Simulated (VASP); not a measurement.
AlN: relaxation of cell and atoms with PBE

The system is AlN.

```
CELL_PARAMETERS angstrom
0.00000 2.20162 2.20162
2.20162 0.00000 2.20162
2.20162 2.20162 0.00000
ATOMIC_POSITIONS crystal
Al 0.00000 0.00000 0.00000
N 0.75000 0.75000 0.75000
```

| Quantity | Value |
| --- | --- |
| Program | VASP 6.6.1 |
| Task | relaxation of cell and atoms |
| Functional | PBE |
| Potentials or basis | VASP PAW PBE potentials, release 64 (Al, N) |
| Cutoff | 600 eV |
| k mesh | 12 × 12 × 12 |
| Occupations | gaussian, width 0.01 eV |
| Spin | no spin polarisation |
| Dipole correction | no |
| Further INCAR settings | ALGO = Normal; EDIFF = 1e-06; IBRION = 2; EDIFFG = -0.001; NSW = 80; ISIF = 3 |

The relaxed volume is 10.65 Å³/atom and the relaxed cell is a = 3.111 Å, b = 3.111 Å, c = 3.111 Å, α = 60.00°, β = 60.00°, γ = 60.00°. The space group after relaxing (to 0.05 Å) is F-43m (No. 216). The energy gained by relaxing is 0.0 meV/atom and the ionic steps are 3. The pressure after relaxing is 0.0 GPa and the band gap on the k mesh is 3.31 eV, indirect (least direct gap 4.00 eV).

Final structure:
```
CELL_PARAMETERS angstrom
0.00000 2.20009 2.20009
2.20009 0.00000 2.20009
2.20009 2.20009 0.00000
ATOMIC_POSITIONS crystal
Al 0.00000 0.00000 0.00000
N 0.75000 0.75000 0.75000
```

Levels at points of the mesh, in eV from the valence-band top:
```tsv
k point	band 1	band 2	band 3	band 4	band 5	band 6	band 7	band 8
(0.00, 0.00, 0.00)	-14.86	0.00	0.00	0.00	4.00	12.34	12.34	12.34
(0.50, 0.00, 0.00)	-12.87	-5.76	-0.48	-0.48	7.18	9.71	11.01	11.01
(0.50, 0.50, 0.00)	-12.26	-4.84	-1.75	-1.75	3.31	8.48	13.66	15.46
```

It took 31 s on 1 thread of Intel Xeon 6975P-C, with other jobs on the host, peak memory 0.16 GiB.

A k mesh can miss the band edges. PBE gaps usually lie below the measured ones, often by a third to a half.
